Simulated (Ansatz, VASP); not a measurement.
## SnO: VASP beside Ansatz

INCAR

```
  PREC = Accurate
  ENCUT = 520
  EDIFF = 1E-6
  ISMEAR = 0
  SIGMA = 0.1
  LREAL = False
  LASPH = True
  NELM = 80
  ALGO = Normal
  ISIF = 2
  LWAVE = False
  LCHARG = False
  GGA = PE
  NBANDS = 17
```

KPOINTS

```
Automatic mesh
0
Gamma
  6 6 6
```

The input POSCAR:

```
SnO
1.0
    3.3219574200      0.0000000000      0.0000000000
    0.0000000000      3.3219574200      0.0000000000
    0.0000000000      0.0000000000      3.3219574200
Sn O
1 1
Direct
    0.5000000000      0.5000000000      0.5000000000
    0.0000000000      0.0000000000      0.0000000000
```

Input for Ansatz:

```yaml
crystal:
  lattice:
    - [3.32195742, 0.0, 0.0]
    - [0.0, 3.32195742, 0.0]
    - [0.0, 0.0, 3.32195742]
  atoms:
    - { symbol: Sn, position: [0.5, 0.5, 0.5] }
    - { symbol: O, position: [0.0, 0.0, 0.0] }
basis:
  ecutwfc: 420
kpoints:
  mp_grid: { grid: [6, 6, 6] }
hamiltonian:
  xc: pbe
scf:
  occupations: { method: gaussian, width: 0.1 }
  lower_state_search: "off"
output:
  forces: true
  stress: true
  eigenvalues: true
```

Change from the starting cell: species swapped into the TmAu type (Pm-3m, No. 221).

Alike in both runs: task single point; functional PBE; k mesh 6 × 6 × 6; occupations gaussian, width 0.1 eV; no spin polarisation.

|  | VASP | Ansatz |
| --- | --- | --- |
| version | VASP 6.6.1 | Ansatz 0.2.0 |
| potentials or method | VASP PAW PBE potentials, release 64 (Sn_d, O), cutoff 520 eV | scalar-relativistic, plane waves, PAW |
| valence electrons in the cell | 20 | 20 |

|  | VASP | Ansatz | Ansatz less VASP |
| --- | --- | --- | --- |
| gap on the k mesh at the Fermi level (eV) | 0.57 | 0.57 | 0.000 |
| least direct gap on the mesh (eV) | 1.04 | 1.04 | +0.001 |
| pressure (GPa) | -11.8 | -11.6 | +0.17 |
